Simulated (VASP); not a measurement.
# BeZn2TeS2 (P-4m2) in VASP: a series of runs

Runs on BeZn2TeS2. Level: PBE. Tasks: single point.

All numbers are computed with VASP 6.6.1; they aren't measurements. Logs are shortened: lines on timing, memory, paths and dates and some standing lists are left out, and cuts for length are marked.

**1. The cell of the first run**

It takes space group P-4m2 (No. 115, tetragonal). The conventional cell has a = 4.205 Å, b = 4.205 Å, c = 7.122 Å, α = 90.00°, β = 90.00°, γ = 90.00°. Within 3.2 Å of Be (site symmetry -4m2) lie 4 S at 2.42 Å and 4 Te at 2.97 Å and 4 Zn at 3.09 Å. Within 4.1 Å of Zn (site symmetry 2mm) lie 2 Be at 3.09 Å and 2 Te at 3.09 Å and 6 S at 3.16 to 3.66 Å and 4 Zn at 3.94 Å. Within 3.2 Å of Te (site symmetry -4m2) lie 4 S at 2.42 Å and 4 Be at 2.97 Å and 4 Zn at 3.09 Å. Within 3.2 Å of S (site symmetry 2mm) lie 2 Be at 2.42 Å and 2 Te at 2.42 Å and 4 Zn at 3.16 Å.

**2. Single point, PBE**

INCAR reads:

```
  PREC = Accurate
  ENCUT = 520
  EDIFF = 1E-7
  ISMEAR = 0
  SIGMA = 0.1
  LREAL = False
  LASPH = True
  NELM = 60
  ALGO = Normal
  ISIF = 2
  LWAVE = False
  LCHARG = False
  GGA = PE
  NBANDS = 31
```

KPOINTS reads:

```
Automatic mesh
0
Gamma
  4 4 4
```

POSCAR reads:

```
BeZn2TeS2
1.0
    4.2050575900      0.0000000000      0.0000000000
    0.0000000000      4.2050575900      0.0000000000
    0.0000000000      0.0000000000      7.1224407800
Be Zn Te S
1 2 1 2
Direct
    0.5000000000      0.5000000000      0.0000000000
    0.5000000000      0.0000000000      0.3183099900
    0.0000000000      0.5000000000      0.6816900100
    0.0000000000      0.0000000000      0.0000000000
    0.5000000000      0.0000000000      0.8327630200
    0.0000000000      0.5000000000      0.1672369800
```

Potentials or basis: VASP PAW PBE potentials, release 64 (Be, Zn, Te, S).

Started as:

```bash
$ cat potpaw_PBE.64/Be/POTCAR potpaw_PBE.64/Zn/POTCAR potpaw_PBE.64/Te/POTCAR potpaw_PBE.64/S/POTCAR > POTCAR
$ mpirun -np 1 vasp_std > vasp.out
```

OUTCAR:

```text
PREC = Accurate
   ENCUT = 520
   EDIFF = 1E-7
   ISMEAR = 0
   LREAL = False
   LASPH = True
   NELM = 60
   ISIF = 2
   GGA = PE

 ion  position               nearest neighbor table
   1  0.500  0.500  0.000-   5 2.42   6 2.42   5 2.42   6 2.42   4 2.97   4 2.97   4 2.97   4 2.97

   2  0.500  0.000  0.318-   4 3.09   4 3.09
   3  0.000  0.500  0.682-   4 3.09   4 3.09
   4  0.000  0.000  0.000-   5 2.42   6 2.42   6 2.42   5 2.42   1 2.97   1 2.97   1 2.97   1 2.97
                             2 3.09   2 3.09   3 3.09   3 3.09
   5  0.500  0.000  0.833-   1 2.42   4 2.42   1 2.42   4 2.42
   6  0.000  0.500  0.167-   1 2.42   4 2.42   4 2.42   1 2.42

  LATTYP: Found a simple tetragonal cell.
 ALAT       =     4.2050575900
 C/A-ratio  =     1.6937796041

  Lattice vectors:

 A1 = (   4.2050575900,   0.0000000000,   0.0000000000)
 A2 = (   0.0000000000,   4.2050575900,   0.0000000000)
 A3 = (   0.0000000000,   0.0000000000,   7.1224407800)

Analysis of symmetry for initial positions (statically):
=====================================================================
 Subroutine PRICEL returns:
 Original cell was already a primitive cell.

 Routine SETGRP: Setting up the symmetry group for a
 simple tetragonal supercell.

 Subroutine GETGRP returns: Found  8 space group operations
 (whereof  8 operations were pure point group operations)
 out of a pool of 16 trial point group operations.

The static configuration has the point symmetry D_2d.

Analysis of symmetry for dynamics (positions and initial velocities):
=====================================================================
 Subroutine PRICEL returns:
 Original cell was already a primitive cell.

 Routine SETGRP: Setting up the symmetry group for a
 simple tetragonal supercell.

 Subroutine GETGRP returns: Found  8 space group operations
 (whereof  8 operations were pure point group operations)
 out of a pool of 16 trial point group operations.

The dynamic configuration has the point symmetry D_2d.

 Subroutine INISYM returns: Found  8 space group operations
 (whereof  8 operations are pure point group operations),
 and found     1 'primitive' translations

----------------------------------------------------------------------------------------

                                     Primitive cell

  volume of cell :     125.9426

  direct lattice vectors                    reciprocal lattice vectors
     4.205057590  0.000000000  0.000000000     0.237808871  0.000000000  0.000000000
     0.000000000  4.205057590  0.000000000     0.000000000  0.237808871  0.000000000
     0.000000000  0.000000000  7.122440780     0.000000000  0.000000000  0.140401308

  length of vectors
     4.205057590  4.205057590  7.122440780     0.237808871  0.237808871  0.140401308

  position of ions in fractional coordinates (direct lattice)
     0.500000000  0.500000000  0.000000000
     0.500000000  0.000000000  0.318309990
     0.000000000  0.500000000  0.681690010
     0.000000000  0.000000000  0.000000000
     0.500000000  0.000000000  0.832763020
     0.000000000  0.500000000  0.167236980

  ion indices of the primitive-cell ions
   primitive index   ion index
                 1           1
                 2           2
                 3           3
                 4           4
                 5           5
                 6           6

----------------------------------------------------------------------------------------

 KPOINTS: Automatic mesh

Automatic generation of k-mesh.
 Grid dimensions read from file:
 generate k-points for:    4    4    4

 Generating k-lattice:

  Cartesian coordinates                     Fractional coordinates (reciprocal lattice)
     0.059452218  0.000000000  0.000000000     0.250000000  0.000000000  0.000000000
     0.000000000  0.059452218  0.000000000     0.000000000  0.250000000  0.000000000
     0.000000000  0.000000000  0.035100327     0.000000000  0.000000000  0.250000000

  Length of vectors
     0.059452218  0.059452218  0.035100327

  Shift w.r.t. Gamma in fractional coordinates (k-lattice)
     0.000000000  0.000000000  0.000000000

 Subroutine IBZKPT returns following result:
 ===========================================

 Found     18 irreducible k-points:

 Following reciprocal coordinates:
            Coordinates               Weight
  0.000000  0.000000  0.000000      1.000000
  0.250000  0.000000  0.000000      4.000000
  0.500000  0.000000  0.000000      2.000000
  0.250000  0.250000  0.000000      4.000000
  0.500000  0.250000  0.000000      4.000000
  0.500000  0.500000  0.000000      1.000000
[... 10 lines left out ...]
  0.500000  0.250000  0.500000      4.000000
  0.500000  0.500000  0.500000      1.000000
   k-points           NKPTS =     18   k-points in BZ     NKDIM =     18   number of bands    NBANDS=     31
   number of dos      NEDOS =    301   number of ions     NIONS =      6
   total plane-waves  NPLWV =  55296
   dimension x,y,z NGX =    32 NGY =   32 NGZ =   54
   dimension x,y,z NGXF=    64 NGYF=   64 NGZF=  108
   ions per type =               1   2   1   2
   NGX,Y,Z   is equivalent  to a cutoff of  12.65, 12.65, 12.60 a.u.
   NGXF,Y,Z  is equivalent  to a cutoff of  25.30, 25.30, 25.21 a.u.
 SYSTEM =  unknown system
   PREC   = accura    normal or accurate (medium, high low for compatibility)
   ISTART =      0    job   : 0-new  1-cont  2-samecut
   ICHARG =      2    charge: 1-file 2-atom 10-const
   ISPIN  =      1    spin polarized calculation?
   LNONCOLLINEAR =      F non collinear calculations
   LSORBIT =      F    spin-orbit coupling
   LASPH  =      T    aspherical Exc in radial PAW
   ENCUT  =  520.0 eV  38.22 Ry    6.18 a.u.   7.82  7.82 13.24*2*pi/ulx,y,z
   NELM   =     60;   NELMIN=  2; NELMDL= -5     # of ELM steps
   EDIFF  = 0.1E-06   stopping-criterion for ELM
   LREAL  =      F    real-space projection
   EDIFFG = 0.1E-05   stopping-criterion for IOM
   NSW    =      0    number of steps for IOM
   IBRION =     -1    ionic relax: 0-MD 1-quasi-New 2-CG
   NFREE  =      0    steps in history (QN), initial steepest desc. (CG)
   ISIF   =      2    stress and relaxation
   ISYM   =      2    0-nonsym 1-usesym 2-fastsym
   POTIM  = 0.5000    time-step for ionic-motion
   TEBEG  =    0.0;   TEEND  =   0.0 temperature during run
   PSTRESS=    0.0 pullay stress
   NELECT =      44.0000    total number of electrons
   NUPDOWN=      -1.0000    fix difference up-down
   EMIN   =  10.00;   EMAX   =-10.00  energy-range for DOS
   EFERMI =   0.00;   METHOD = LEGACY
   ISMEAR =     0;   SIGMA  =   0.10  broadening in eV -4-tet -1-fermi 0-gaus
   EFERMI_NEDOS =   21; number of points for ismear=-14 and -15
   IALGO  =     38    algorithm
   IMIX   =      4    mixing-type and parameters
     AMIX     =   0.40;   BMIX     =  1.00
     AMIX_MAG =   1.60;   BMIX_MAG =  1.00
  volume/ion in A,a.u.               =      20.99       141.65
  Fermi-wavevector in a.u.,A,eV,Ry     =   1.153015  2.178882 18.088166  1.329443
  Thomas-Fermi vector in A             =   2.289662
   LORBIT       =      0    0 simple, 1 ext, 2 COOP (PROOUT), +10 PAW based schemes
   GGA     = PE    functional components
   LHFCALC =     F    Hartree Fock is set to
   AEXX    =    0.0000 exact exchange contribution
   IVDW    =     0    specifies the selected vdW correction
   LEPSILON=     F    determine dielectric tensor
   LRPA    =     F    only Hartree local field effects (RPA)
 non-spin polarized calculation
 Gauss-broadening in eV      SIGMA  =   0.10
  energy-cutoff  :      520.00
  volume of cell :      125.94
 maximum number of plane-waves:      3404
 NGX is ok and might be reduce to    32
   NGX = 15   NGY = 15   NGZ = 27

 number of electron      43.9999999 magnetization

 Free energy of the ion-electron system (eV)
  ---------------------------------------------------
  ext. energy  EPLUGINS =         0.00000000
  ---------------------------------------------------
  free energy    TOTEN  =       -12.46872795 eV

  energy without entropy =      -12.45151272  energy(sigma->0) =      -12.46012034

 E-fermi :   4.8584     XC(G=0):  -9.4636

 val. band max:        4.8425792992   @ k =   0.5000   0.0000   0.2500
 cond. band min:       4.8883100963   @ k =   0.2500   0.0000   0.2500
 fundamental gap:      0.0457307971
 Fermi energy:         4.8584499943

 k-point     1 :       0.0000    0.0000    0.0000
  band No.  band energies     occupation
      1     -12.6104      2.00000
      2      -9.9202      2.00000
      3      -4.8329      2.00000
      4      -3.2670      2.00000
      5      -3.2670      2.00000
      6      -2.0895      2.00000
[... 23 lines left out ...]
     30       9.4294      0.00000
     31       9.4312      0.00000

 k-point     2 :       0.2500    0.0000    0.0000
  band No.  band energies     occupation
      1     -12.2607      2.00000
      2     -10.0337      2.00000
      3      -6.2140      2.00000
      4      -3.0689      2.00000
      5      -3.0269      2.00000
      6      -2.1487      2.00000
[... 23 lines left out ...]
     30       8.8019      0.00000
     31      10.2822      0.00000

 k-point     3 :       0.5000    0.0000    0.0000
  band No.  band energies     occupation
      1     -11.7072      2.00000
      2     -10.4046      2.00000
      3      -7.0319      2.00000
      4      -3.1631      2.00000
      5      -2.7357      2.00000
      6      -2.1605      2.00000
[... 23 lines left out ...]
     30       9.5192      0.00000
     31       9.9365      0.00000

 k-point     4 :       0.2500    0.2500    0.0000
  band No.  band energies     occupation
      1     -11.8854      2.00000
      2     -10.0573      2.00000
      3      -7.1090      2.00000
      4      -3.6645      2.00000
      5      -2.6963      2.00000
      6      -2.1346      2.00000
[... 431 lines left out ...]
     30       9.3665      0.00000
     31      10.1874      0.00000

 k-point    17 :       0.5000    0.2500    0.5000
  band No.  band energies     occupation
      1     -11.2467      2.00000
      2     -10.3229      2.00000
      3      -7.9716      2.00000
      4      -3.3476      2.00000
      5      -3.0429      2.00000
      6      -2.1783      2.00000
[... 23 lines left out ...]
     30       8.9781      0.00000
     31       9.0759      0.00000

 k-point    18 :       0.5000    0.5000    0.5000
  band No.  band energies     occupation
      1     -10.2396      2.00000
      2     -10.2396      2.00000
      3      -9.4578      2.00000
      4      -3.1079      2.00000
      5      -2.8811      2.00000
      6      -2.3663      2.00000
[... 23 lines left out ...]
     30       8.4133      0.00000
     31       9.8689      0.00000

------------------------ aborting loop because EDIFF is reached ----------------------------------------

  FORCE on cell =-STRESS in cart. coord.  units (eV):
  Direction    XX          YY          ZZ          XY          YZ          ZX
  --------------------------------------------------------------------------------------
  -------------------------------------------------------------------------------------
  Total       12.0496106     12.0496106      2.6116865      0.0000000     -0.0000000      0.0000000
  in kB      153.2889513    153.2889513     33.2245325      0.0000000     -0.0000000      0.0000000
  external PRESSURE =     113.2674783 kB  Pullay stress =       0.0000000 kB

 VOLUME and BASIS-vectors are now :
 -----------------------------------------------------------------------------
  energy-cutoff  :      520.00
  volume of cell :      125.94
      direct lattice vectors                 reciprocal lattice vectors
     4.205057590  0.000000000  0.000000000     0.237808871  0.000000000  0.000000000
     0.000000000  4.205057590  0.000000000     0.000000000  0.237808871  0.000000000
     0.000000000  0.000000000  7.122440780     0.000000000  0.000000000  0.140401308

 POSITION                                       TOTAL-FORCE (eV/Angst)
 -----------------------------------------------------------------------------------
      2.10253      2.10253      0.00000         0.000000      0.000000      0.000000
      2.10253      0.00000      2.26714         0.000000     -0.000000      0.582497
      0.00000      2.10253      4.85530         0.000000     -0.000000     -0.582497
      0.00000      0.00000      0.00000         0.000000     -0.000000      0.000000
      2.10253      0.00000      5.93131         0.000000     -0.000000     -0.696267
      0.00000      2.10253      1.19114         0.000000      0.000000      0.696267
 -----------------------------------------------------------------------------------
    total drift:                                0.000000      0.000000      0.000000

  FREE ENERGIE OF THE ION-ELECTRON SYSTEM (eV)
  ---------------------------------------------------
  free  energy   TOTEN  =       -12.4687279460 eV

  energy  without entropy=      -12.4515127245  energy(sigma->0) =      -12.46012034
```

It took 31 s on 1 thread of Intel Xeon 6975P-C (Granite Rapids), shared host; peak memory 0.26 GiB.

What came out:

- Free energy: -12.4687 eV
- Pressure: 11.3 GPa
- Largest force: 0.696 eV/Å
- Band gap on the k mesh: zero (band 22 reaches 6.04 eV, above the bottom of band 23 at 4.45 eV)

Forces in eV/Å, atoms in the order of the input:
```
Be   0.000  0.000  0.000
Zn   0.000  0.000  0.582
Zn   0.000  0.000 -0.582
Te   0.000  0.000  0.000
S    0.000  0.000 -0.696
S    0.000  0.000  0.696
```

Caveat: the k points lie up to 0.37 Å⁻¹ apart; spin-orbit coupling is left out, which moves the levels of the heavy elements.

[end of part 1 of 2]
